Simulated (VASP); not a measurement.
Write the native input for VASP 6.6.1 that does the following.

- Task: relaxation of cell and atoms
- Functional: PBE
- Potentials or basis: VASP PAW PBE potentials, release 64 (Te, Pb_d)
- Cutoff: 600 eV
- k mesh: 6 × 6 × 6
- Occupations: gaussian, width 0.01 eV
- Spin: no spin polarisation
- Target pressure: 6 GPa
- Dipole correction: no
- Further INCAR settings: ALGO = Normal; EDIFF = 1e-07; IBRION = 2; EDIFFG = -0.01; NSW = 60; ISIF = 3

The structure of TePb lies in POSCAR:

```
TePb
1.0
    0.0000000000      3.2310000000      3.2310000000
    3.2310000000      0.0000000000      3.2310000000
    3.2310000000      3.2310000000      0.0000000000
Te Pb
1 1
Direct
    0.5000000000      0.5000000000      0.5000000000
    0.0000000000      0.0000000000      0.0000000000
```

These files were run (other wordings do the same):

INCAR

```
PREC     = Accurate       # precision mode
ENCUT    = 600            # plane-wave cutoff, eV
EDIFF    = 1E-7           # SCF threshold, eV
ISMEAR   = 0              # smearing method
SIGMA    = 0.01           # smearing width, eV
LREAL    = False          # projectors in reciprocal space
LASPH    = True           # aspherical terms in the spheres
NELM     = 60             # most SCF steps
ALGO     = Normal         # electronic algorithm
ISIF     = 3              # what is computed and relaxed
LWAVE    = False          # write WAVECAR
LCHARG   = False          # write CHGCAR
GGA      = PE             # functional
IBRION   = 2              # ionic algorithm
NSW      = 60             # ionic steps
EDIFFG   = -0.01          # ionic threshold
PSTRESS  = 60.0
```

KPOINTS

```
Automatic mesh
0
Gamma
  6 6 6
```

Potentials or basis: VASP PAW PBE potentials, release 64 (Te, Pb_d).

The run is started by

```console
$ cat potpaw_PBE.64/Te/POTCAR potpaw_PBE.64/Pb_d/POTCAR > POTCAR
$ mpirun -np 1 vasp_std > vasp.out
```

It gave:

```
Relaxed volume                                         : 31.49 Å³/atom
Relaxed cell                                           : a = 4.466 Å, b = 4.466 Å, c = 4.466 Å, α = 60.00°, β = 60.00°, γ = 60.00°
Space group after relaxing (to 0.05 Å)                 : Fm-3m (No. 225)
Energy change on relaxing (the enthalpy is what falls) : +55.0 meV/atom
Ionic steps                                            : 3
Pressure after relaxing                                : 6.0 GPa
Band gap on the k mesh                                 : 0.57 eV, direct
```

Caveat: the cell is relaxed towards a set pressure, so the enthalpy falls and the energy may rise; spin-orbit coupling is left out, which moves the levels of the heavy elements.

It took 61 s on 1 thread of Intel(R) Xeon(R) Platinum 8259CL CPU @ 2.50GHz (Skylake/Cascade Lake), with other jobs on the host, peak memory 0.25 GiB.
